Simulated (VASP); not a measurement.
Wanted: the native input for a VASP 6.6.1 run.

| Item | Value |
| --- | --- |
| Task | single point |
| Functional | PBEsol |
| Dispersion | D3(BJ) |
| Potentials or basis | VASP PAW PBE potentials, release 64 (Bi_d) |
| Cutoff | 520 eV |
| k mesh | 16 × 16 × 16 |
| Occupations | gaussian, width 0.15 eV |
| Spin | no spin polarisation |
| Dipole correction | no |
| Further INCAR settings | ALGO = Normal; EDIFF = 1e-07; NBANDS = 14 |

The structure of Bi lies in POSCAR:

```
Bi
1.0
   -1.9462815288      1.9462815288      1.8790423261
    1.9462815288     -1.9462815288      1.8790423261
    1.9462815288      1.9462815288     -1.8790423261
Bi
1
Direct
    0.0000000000      0.0000000000      0.0000000000
```

This cell differs from its parent crystal: strain +e along x and -e along y +0.0000, strain +e along z and -e/2 along x and y -0.0233.

One way to write it, as run:

INCAR

```
SYSTEM = Bi
ALGO = Normal
EDIFF = 1E-7
ENCUT = 520
GGA = PS
ISIF = 2
ISMEAR = 0
IVDW = 12
LASPH = .True.
LCHARG = .False.
LREAL = .False.
LWAVE = .False.
NBANDS = 14
NELM = 100
PREC = Accurate
SIGMA = 0.15
```

KPOINTS

```
k-points
0
Gamma
  16 16 16
  0 0 0
```

Potentials or basis: VASP PAW PBE potentials, release 64 (Bi_d).

Run with:

```console
$ cat potpaw_PBE.64/Bi_d/POTCAR > POTCAR
$ mpirun -np 1 vasp_std > vasp.out
```

Results of the run:

- Pressure: 0.0 GPa
- Band gap on the k mesh: zero (an odd number of electrons rules out a gap without spin polarisation)
- Dispersion energy per atom: -0.575 eV

Caveat: the cell differs from its parent crystal (strain +e along x and -e along y +0.0000, strain +e along z and -e/2 along x and y -0.0233); the PAW data sets were made with another functional, which shifts forces and pressure a little; spin-orbit coupling is left out, which moves the levels of the heavy elements.

Run time: 2.2 min on 1 thread of Intel Xeon 8259CL, on a shared host, peak memory 0.26 GiB.
